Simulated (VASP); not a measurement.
Crystal: RbIr3.

```
CELL_PARAMETERS angstrom
6.19044 0.00000 0.00000
-3.09522 5.36108 0.00000
0.00000 0.00000 4.96878
ATOMIC_POSITIONS crystal
Rb 0.33333 0.66667 0.25000
Rb 0.66667 0.33333 0.75000
Ir 0.83300 0.66600 0.25000
Ir 0.16700 0.83300 0.75000
Ir 0.33400 0.16700 0.25000
Ir 0.16700 0.33400 0.75000
Ir 0.83300 0.16700 0.25000
Ir 0.66600 0.83300 0.75000
```

- Program: VASP 6.6.1
- Task: relaxation of cell and atoms
- Functional: PBE
- Potentials or basis: VASP PAW PBE potentials, release 64 (Rb_sv, Ir)
- Cutoff: 600 eV
- k mesh: 3 × 3 × 4
- Occupations: gaussian, width 0.1 eV
- Spin: no spin polarisation

At the start: pressure -12.5 GPa; volume 20.61 Å³/atom.

Task: Where does the relaxation end?

Result: Over 32 steps the energy falls by 709.4 meV/atom and the volume is 29.52 Å³/atom (+43.2 %); space group P6_3/mmc (No. 194, to 0.1 Å) before and after.

The path:
```tsv
step	energy change (eV)	largest force (eV/Å)	pressure (GPa)	volume (Å³)
1	0.0000	1.1247	-12.48	164.90
2	-0.4805	0.6799	19.87	129.45
3	-1.1541	1.1405	1.44	142.81
4	-1.1546	1.1334	1.87	142.39
5	-1.5642	1.0543	3.70	142.28
6	-2.1657	0.1932	19.30	141.73
7	-2.1814	0.3487	14.11	141.89
8	-2.3096	0.3481	13.94	143.10
9	-2.6810	0.2166	13.80	146.75
10	-3.2709	0.6883	15.03	154.22
11	-2.7839	5.2596	24.09	169.76
12	-3.3871	1.9270	17.64	159.15
13	-3.9292	1.5446	12.81	166.91
14	-4.8142	0.7503	3.05	191.57
15	-4.5134	0.1797	-4.59	247.48
16	-4.9094	0.6229	-1.11	215.94
17	-4.9195	0.6780	-0.59	212.72
18	-5.1169	0.2861	-1.28	214.10
19	-5.4261	0.8348	-2.61	217.78
20	-5.4380	1.0295	-2.77	218.50
21	-5.5405	0.4726	0.32	215.12
22	-5.5418	0.3965	0.75	214.70
23	-5.5611	0.2647	0.88	215.72
24	-5.5848	0.0833	1.25	218.16
25	-5.6003	0.0373	0.61	220.38
26	-5.6142	0.2849	-0.68	225.24
27	-5.6266	0.2700	-0.65	226.57
28	-5.6558	0.2094	-0.55	230.60
29	-5.6734	0.0299	-0.19	238.70
30	-5.6746	0.0704	-0.28	236.94
31	-5.6750	0.0457	0.13	235.74
32	-5.6752	0.0063	-0.01	236.15
```

Final structure:
```
Rb Ir
1.0
     7.83016    0.00000    0.00000
    -3.91508    6.78112    0.00000
     0.00000    0.00000    4.44745
Rb Ir
2 6
Direct
  0.33333 0.66667 0.25000
  0.66667 0.33333 0.75000
  0.89280 0.78560 0.25000
  0.10720 0.89280 0.75000
  0.21440 0.10720 0.25000
  0.10720 0.21440 0.75000
  0.89280 0.10720 0.25000
  0.78560 0.89280 0.75000
```

Caveat: the k points lie up to 0.35 Å⁻¹ apart in the final cell, too coarse for converged energies and pressures of a metal; the volume moved by over 15 % at a fixed basis, so the end points are rough.
